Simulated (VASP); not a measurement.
# SnO2 (P1) in VASP: notebook

The runs below take SnO2 through single point, with PBEsol.

Everything below comes from runs of VASP 6.6.1. Logs are shortened: lines on timing, memory, paths and dates and some standing lists are left out, and cuts for length are marked.

### Step 1. The cell of the first run

The typed cell holds 24 atoms: a = 8.036 Å, b = 7.296 Å, c = 7.690 Å, α = 64.80°, β = 55.23°, γ = 59.97°.

### Step 2. Single point, PBEsol

Input file INCAR:

```
SYSTEM = SnO2
PREC     = Accurate       ! precision mode
ENCUT    = 520            ! plane-wave cutoff, eV
EDIFF    = 1E-6           ! SCF threshold, eV
ISMEAR   = -1             ! smearing method
SIGMA    = 0.3            ! smearing width, eV
LREAL    = Auto         
LASPH    = .TRUE.         ! aspherical terms in the spheres
NELM     = 60             ! most SCF steps
ALGO     = Normal         ! electronic algorithm
ISIF     = 2              ! what is computed and relaxed
LWAVE    = .FALSE.        ! write WAVECAR
LCHARG   = .FALSE.        ! write CHGCAR
GGA      = PS             ! functional
NBANDS   = 122            ! bands
```

Input file KPOINTS:

```
Automatic mesh
0
G
  3 3 3
  0 0 0
```

Input file POSCAR:

```
SnO2
1.0
    0.0000000000      5.9365520000      5.4164920000
    4.8879970000      0.0000000000      5.4164920000
    4.8879970000      5.9365520000      0.0000000000
Sn O
8 16
Direct
    0.4976871617      0.2738823339      0.1693667107
    0.5325968196      0.7296223437      0.2863971015
    0.0415075133      0.1952139662      0.2806660312
    0.4781202956      0.2978801121      0.6291049086
    0.9069717052      0.8364998997      0.7394216895
    0.1079922189      0.1706383044      0.7942149883
    0.5670792429      0.6552432493      0.8063779424
    0.9229196905      0.8035667512      0.2846499559
    1.0101919590      0.0977576142      0.6250333367
    0.8048154759      0.1102417234      0.1226757681
    0.3422111516      0.2422815422      0.4787704552
    0.3681584644      0.0720895781      0.1879555897
    0.0876093893      0.5031050436      0.2296286303
    0.1558574391      0.2757134005      0.9497169752
    0.6941821482      0.4113858098      0.3812906178
    0.5130272059      0.3956051710      0.9068710785
    0.4751372051      0.6023498474      0.1367668092
    0.2674437349      0.6352622970      0.5521565988
    0.7437943755      0.8544356228      0.0699102800
    0.8865249683      0.5705066308      0.7077674762
    0.4557123723      0.9638410951      0.8459186081
    0.6441541811      0.7379765411      0.5002811746
    0.1923487007      0.8530142390      0.9503011068
   -0.0482290606      0.9523382147      0.4276749073
```

Potentials or basis: VASP PAW PBE potentials, release 64 (Sn_d, O).

Started as:

```
> cat potpaw_PBE.64/Sn_d/POTCAR potpaw_PBE.64/O/POTCAR > POTCAR
> mpirun -np 1 vasp_std > vasp.out
```

OUTCAR:

```text
SYSTEM = SnO2
   PREC = Accurate
   ENCUT = 520
   EDIFF = 1E-6
   ISMEAR = -1
   LREAL = Auto
   LASPH = .TRUE.
   NELM = 60
   ISIF = 2
   GGA = PS

 ion  position               nearest neighbor table
   1  0.498  0.274  0.169-  16 1.78  11 1.93  10 2.01  12 2.11  17 2.22  13 2.70  19 2.84   7 3.00
                             4 3.52   3 3.55   2 3.58   8 3.66
   2  0.533  0.730  0.286-  19 1.87  15 2.06  17 2.08  18 2.12  12 2.19  22 2.31   4 3.17   8 3.43
                             5 3.53   1 3.58   3 3.71
   3  0.042  0.195  0.281-  24 1.89  12 2.06  14 2.07  15 2.25  13 2.29   9 2.32   5 3.33   8 3.42
                             6 3.54   1 3.55   4 3.57   2 3.71
   4  0.478  0.298  0.629-  15 1.91  11 2.23  18 2.24  21 2.32  14 2.37  16 2.71   6 2.96   2 3.17
                             1 3.52   3 3.57   5 3.64
   5  0.907  0.836  0.739-  24 2.05   9 2.10  19 2.12  20 2.15  18 2.33   7 3.30   3 3.33   2 3.53
                             8 3.53   4 3.64
   6  0.108  0.171  0.794-  14 1.94  23 2.06  11 2.10   9 2.18  10 2.37  20 2.57  21 2.60   4 2.96
                             3 3.54   8 3.55   7 3.74
   7  0.567  0.655  0.806-  16 1.89  22 1.95  20 2.03  21 2.05  17 2.11  23 2.36   1 3.00   5 3.30
                             8 3.43   6 3.74
   8  0.923  0.804  0.285-  13 2.00  24 2.00  22 2.04  10 2.08  23 2.25  19 2.57   3 3.42   7 3.43
                             2 3.43   5 3.53   6 3.55   1 3.66
   9  0.010  0.098  0.625-   5 2.10   6 2.18   3 2.32
  10  0.805  0.110  0.123-   1 2.01   8 2.08   6 2.37
  11  0.342  0.242  0.479-   1 1.93   6 2.10   4 2.23
  12  0.368  0.072  0.188-   3 2.06   1 2.11   2 2.19
  13  0.088  0.503  0.230-   8 2.00   3 2.29   1 2.70
  14  0.156  0.276  0.950-   6 1.94   3 2.07   4 2.37
  15  0.694  0.411  0.381-   4 1.91   2 2.06   3 2.25
  16  0.513  0.396  0.907-   1 1.78   7 1.89   4 2.71
  17  0.475  0.602  0.137-   2 2.08   7 2.11   1 2.22
  18  0.267  0.635  0.552-   2 2.12   4 2.24   5 2.33
  19  0.744  0.854  0.070-   2 1.87   5 2.12   8 2.57   1 2.84
  20  0.887  0.571  0.708-   7 2.03   5 2.15   6 2.57
  21  0.456  0.964  0.846-   7 2.05   4 2.32   6 2.60
  22  0.644  0.738  0.500-   7 1.95   8 2.04   2 2.31
  23  0.192  0.853  0.950-   6 2.06   8 2.25   7 2.36
  24  0.952  0.952  0.428-   3 1.89   8 2.00   5 2.05

  LATTYP: Found a face centered orthorhombic cell.
 ALAT       =     9.7759940000
 B/A-ratio  =     1.1081209747
 C/A-ratio  =     1.2145162937

  Lattice vectors:

 A1 = (   0.0000000000,   5.9365520000,  -5.4164920000)
 A2 = (   4.8879970000,   5.9365520000,   0.0000000000)
 A3 = (   4.8879970000,   0.0000000000,  -5.4164920000)

Analysis of symmetry for initial positions (statically):
=====================================================================
 Subroutine PRICEL returns:
 Original cell was already a primitive cell.

 Routine SETGRP: Setting up the symmetry group for a
 face centered orthorhombic supercell.

 Subroutine GETGRP returns: Found  1 space group operations
 (whereof  1 operations were pure point group operations)
 out of a pool of  8 trial point group operations.

The static configuration has the point symmetry C_1 .

Analysis of symmetry for dynamics (positions and initial velocities):
=====================================================================
 Subroutine PRICEL returns:
 Original cell was already a primitive cell.

 Routine SETGRP: Setting up the symmetry group for a
 face centered orthorhombic supercell.

 Subroutine GETGRP returns: Found  1 space group operations
 (whereof  1 operations were pure point group operations)
 out of a pool of  8 trial point group operations.

The dynamic configuration has the point symmetry C_1 .

 Subroutine INISYM returns: Found  1 space group operations
 (whereof  1 operations are pure point group operations),
 and found     1 'primitive' translations

----------------------------------------------------------------------------------------

                                     Primitive cell

  volume of cell :     314.3499

  direct lattice vectors                    reciprocal lattice vectors
     0.000000000  5.936552000  5.416492000    -0.102291388  0.084223974  0.092310669
     4.887997000  0.000000000  5.416492000     0.102291388 -0.084223974  0.092310669
     4.887997000  5.936552000  0.000000000     0.102291388  0.084223974 -0.092310669

  length of vectors
     8.036232652  7.295950950  7.689939162     0.161488283  0.161488283  0.161488283
[... 63 lines left out ...]

  Cartesian coordinates                     Fractional coordinates (reciprocal lattice)
    -0.034097129  0.028074658  0.030770223     0.333333333  0.000000000  0.000000000
     0.034097129 -0.028074658  0.030770223     0.000000000  0.333333333  0.000000000
     0.034097129  0.028074658 -0.030770223     0.000000000  0.000000000  0.333333333

  Length of vectors
     0.053829428  0.053829428  0.053829428

  Shift w.r.t. Gamma in fractional coordinates (k-lattice)
     0.000000000  0.000000000  0.000000000

 Subroutine IBZKPT returns following result:
 ===========================================

 Found     14 irreducible k-points:

 Following reciprocal coordinates:
            Coordinates               Weight
  0.000000  0.000000  0.000000      1.000000
  0.333333  0.000000  0.000000      2.000000
 -0.333333 -0.333333 -0.333333      2.000000
  0.000000  0.333333  0.000000      2.000000
 -0.000000 -0.000000  0.333333      2.000000
  0.333333  0.333333  0.000000      2.000000
 -0.333333  0.333333  0.000000      2.000000
  0.333333  0.333333 -0.333333      2.000000
  0.333333  0.000000  0.333333      2.000000
 -0.333333 -0.000000  0.333333      2.000000
  0.333333 -0.333333  0.333333      2.000000
  0.000000  0.333333  0.333333      2.000000
 -0.333333  0.333333  0.333333      2.000000
  0.000000  0.333333 -0.333333      2.000000
   k-points           NKPTS =     14   k-points in BZ     NKDIM =     14   number of bands    NBANDS=    122
   number of dos      NEDOS =    301   number of ions     NIONS =     24
   total plane-waves  NPLWV = 194400
   dimension x,y,z NGX =    60 NGY =   54 NGZ =   60
   dimension x,y,z NGXF=   120 NGYF=  108 NGZF=  120
   ions per type =               8  16
   NGX,Y,Z   is equivalent  to a cutoff of  12.41, 12.30, 12.97 a.u.
   NGXF,Y,Z  is equivalent  to a cutoff of  24.82, 24.61, 25.94 a.u.
 SYSTEM =  SnO2
   PREC   = accura    normal or accurate (medium, high low for compatibility)
   ISTART =      0    job   : 0-new  1-cont  2-samecut
   ICHARG =      2    charge: 1-file 2-atom 10-const
   ISPIN  =      1    spin polarized calculation?
   LNONCOLLINEAR =      F non collinear calculations
   LSORBIT =      F    spin-orbit coupling
   LASPH  =      T    aspherical Exc in radial PAW
   ENCUT  =  520.0 eV  38.22 Ry    6.18 a.u.  14.94 13.57 14.30*2*pi/ulx,y,z
   NELM   =     60;   NELMIN=  2; NELMDL= -5     # of ELM steps
   EDIFF  = 0.1E-05   stopping-criterion for ELM
   LREAL  =      T    real-space projection
   EDIFFG = 0.1E-04   stopping-criterion for IOM
   NSW    =      0    number of steps for IOM
   IBRION =     -1    ionic relax: 0-MD 1-quasi-New 2-CG
   NFREE  =      0    steps in history (QN), initial steepest desc. (CG)
   ISIF   =      2    stress and relaxation
   ISYM   =      2    0-nonsym 1-usesym 2-fastsym
   POTIM  = 0.5000    time-step for ionic-motion
   TEBEG  =    0.0;   TEEND  =   0.0 temperature during run
   PSTRESS=    0.0 pullay stress
   NELECT =     208.0000    total number of electrons
   NUPDOWN=      -1.0000    fix difference up-down
   EMIN   =  10.00;   EMAX   =-10.00  energy-range for DOS
   EFERMI =   0.00;   METHOD = LEGACY
   ISMEAR =    -1;   SIGMA  =   0.30  broadening in eV -4-tet -1-fermi 0-gaus
   EFERMI_NEDOS =   21; number of points for ismear=-14 and -15
   IALGO  =     38    algorithm
   IMIX   =      4    mixing-type and parameters
     AMIX     =   0.40;   BMIX     =  1.00
     AMIX_MAG =   1.60;   BMIX_MAG =  1.00
  volume/ion in A,a.u.               =      13.10        88.39
  Fermi-wavevector in a.u.,A,eV,Ry     =   1.426565  2.695817 27.689042  2.035087
  Thomas-Fermi vector in A             =   2.546828
   LORBIT       =      0    0 simple, 1 ext, 2 COOP (PROOUT), +10 PAW based schemes
   GGA     = PS    functional components
   LHFCALC =     F    Hartree Fock is set to
   AEXX    =    0.0000 exact exchange contribution
   IVDW    =     0    specifies the selected vdW correction
   LEPSILON=     F    determine dielectric tensor
   LRPA    =     F    only Hartree local field effects (RPA)
 non-spin polarized calculation
  energy-cutoff  :      520.00
  volume of cell :      314.35
 maximum number of plane-waves:      8494
   NGX = 29   NGY = 27   NGZ = 29

 number of electron     208.0000008 magnetization

 Free energy of the ion-electron system (eV)
  ---------------------------------------------------
  ext. energy  EPLUGINS =         0.00000000
  ---------------------------------------------------
  free energy    TOTEN  =      -146.65131098 eV

  energy without entropy =     -145.83386510  energy(sigma->0) =     -146.24258804

 E-fermi :   6.1197     XC(G=0): -11.0463

 val. band max:        5.5793128471   @ k =   0.0000   0.0000   0.0000
 cond. band min:       6.3642738558   @ k =   0.3333   0.0000   0.0000
 fundamental gap:      0.7849610087
 Fermi energy:         6.1196752925

 k-point     1 :       0.0000    0.0000    0.0000
  band No.  band energies     occupation
      1     -16.6403      2.00000
      2     -16.4622      2.00000
      3     -16.2725      2.00000
      4     -15.9490      2.00000
      5     -15.8704      2.00000
      6     -15.7852      2.00000
[... 1655 lines left out ...]
    115      11.3313      0.00000
    116      11.9325      0.00000
 [bands above 116 left out]

------------------------ aborting loop because EDIFF is reached ----------------------------------------

  FORCE on cell =-STRESS in cart. coord.  units (eV):
  Direction    XX          YY          ZZ          XY          YZ          ZX
  --------------------------------------------------------------------------------------
  -------------------------------------------------------------------------------------
  Total       -5.0478094      0.6511438      9.8260563      6.1106537     -1.4367465     -0.9733744
  in kB      -25.7276562      3.3187471     50.0814072     31.1447570     -7.3228042     -4.9610912
  external PRESSURE =       9.2241660 kB  Pullay stress =       0.0000000 kB

 VOLUME and BASIS-vectors are now :
 -----------------------------------------------------------------------------
  energy-cutoff  :      520.00
  volume of cell :      314.35
      direct lattice vectors                 reciprocal lattice vectors
     0.000000000  5.936552000  5.416492000    -0.102291388  0.084223974  0.092310669
     4.887997000  0.000000000  5.416492000     0.102291388 -0.084223974  0.092310669
     4.887997000  5.936552000  0.000000000     0.102291388  0.084223974 -0.092310669

 POSITION                                       TOTAL-FORCE (eV/Angst)
 -----------------------------------------------------------------------------------
      2.16660      3.96000      4.17920         2.114413      2.845424     -2.548693
      4.96630      4.86200      6.83680         1.559727     -1.419798     -3.116669
      2.32610      1.91260      1.28220         2.668581     -0.024753      5.486305
      4.53110      6.57310      4.20320         2.080379      0.016136     -3.068125
      7.70310      9.77390      9.44350        -0.521318      2.433457     -0.010315
      4.71620      5.35600      1.50920        -1.238102     -2.037613     -2.939327
[... 16 lines left out ...]
      8.81460      6.78340      5.66220        -0.127163     -0.381165     -0.665010
      6.74550      8.18915     10.31359        -0.735471     -0.404726     -2.176521
 -----------------------------------------------------------------------------------
    total drift:                               -0.011995     -0.023152     -0.016341

  FREE ENERGIE OF THE ION-ELECTRON SYSTEM (eV)
  ---------------------------------------------------
  free  energy   TOTEN  =      -146.6513109789 eV

  energy  without entropy=     -145.8338650965  energy(sigma->0) =     -146.24258804
```

Run time: 40 min. Hardware: 1 thread of Intel Xeon 8259CL, shared host; peak memory 0.65 GiB.

Results:

```yaml
Free_energy: -146.6513 eV
Pressure: 0.9 GPa
Largest_force: 6.778 eV/Å
Band_gap_on_the_k_mesh: 0.11 eV (least direct gap 0.37 eV)
```

Forces on the atoms (eV/Å):
```
Sn   2.114  2.845 -2.549
Sn   1.560 -1.420 -3.117
Sn   2.669 -0.025  5.486
Sn   2.080  0.016 -3.068
Sn  -0.521  2.433 -0.010
Sn  -1.238 -2.038 -2.939
Sn   3.395 -0.473  1.117
Sn  -3.293 -1.186 -0.165
O    0.524  0.037 -0.528
O    0.948  0.125  1.222
O    2.061  2.692 -0.602
O    0.720  0.752 -1.305
O   -0.550  0.608 -1.013
O    1.530 -0.801  0.827
O   -2.032  1.504  1.213
O   -4.521 -4.986  0.799
O   -0.837  0.517 -0.103
O    0.687  1.341  0.132
O   -3.183  0.189  2.616
O    0.476  0.855  0.548
O   -1.155  0.098  3.690
O   -0.572 -2.300  0.593
O   -0.127 -0.381 -0.665
O   -0.735 -0.405 -2.177
```

Caveat: the stress differs along the axes, from -3 to 5 GPa; the smearing spreads over this small gap; so wide a smearing shifts energies and pressures; semilocal functionals underestimate gaps, and a narrow one can read as zero; the PAW data sets were made with another functional, which shifts forces and pressure a little; spin-orbit coupling is left out, which moves the levels of the heavy elements. A k mesh can miss the band edges.

(Continued in part 2 of 2.)

The gap in the log of VASP goes by the Fermi energy; the results here count the filled bands.